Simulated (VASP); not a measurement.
Runs of VASP 6.6.1 on Si. The structure is that of space group Fd-3m (No. 227), or close to it. The cells are those of the table. 

```csv
task,level,potentials or basis,cell,gap on the mesh (eV),pressure (GPa)
electric field gradients,r2SCAN,"VASP PAW PBE potentials, release 64 (Si)","a = 3.849 Å, angles 60.0°, 2 atoms",0.79,-0.2
electric field gradients,PBEsol,"VASP PAW PBE potentials, release 64 (Si)","a = 3.849 Å, angles 60.0°, 2 atoms",0.48,-0.4
single point,PBEsol,"VASP PAW PBE potentials, release 64 (Si)","a = 3.849 Å, angles 60.0°, 2 atoms",0.48,-0.4
electric field gradients,r2SCAN,"VASP PAW PBE potentials, release 64 (Si)","a = 3.823 Å, angles 60.0°, 2 atoms",(c),(d)
single point,LDA,"VASP PAW LDA potentials, release 64 (Si)","a = 3.849 Å, angles 60.0°, 2 atoms",0.49,-2.1
single point,PBE,"VASP PAW PBE potentials, release 64 (Si)","a = 3.849 Å, angles 60.0°, 2 atoms",0.59,1.3
electric field gradients,r2SCAN,"VASP PAW PBE potentials, release 64 (Si)","a = 3.875 Å, angles 60.0°, 2 atoms",(b),(a)
electric field gradients,r2SCAN,"VASP PAW PBE potentials, release 64 (Si)","a = 3.771 Å, angles 60.0°, 2 atoms",0.69,6.5
```

Alike in all rows: no spin polarisation; k mesh 10 × 10 × 10; cutoff (eV) 520; smearing fermi-dirac 0.02 eV.

**Question.** Fill in the values left out.

**Answer.** (a) -2.0; (b) 0.82; (c) 0.76; (d) 1.8.

Caveats: the PAW data sets were made with another functional, which shifts forces and pressure a little (some runs).

A k mesh can miss the band edges.
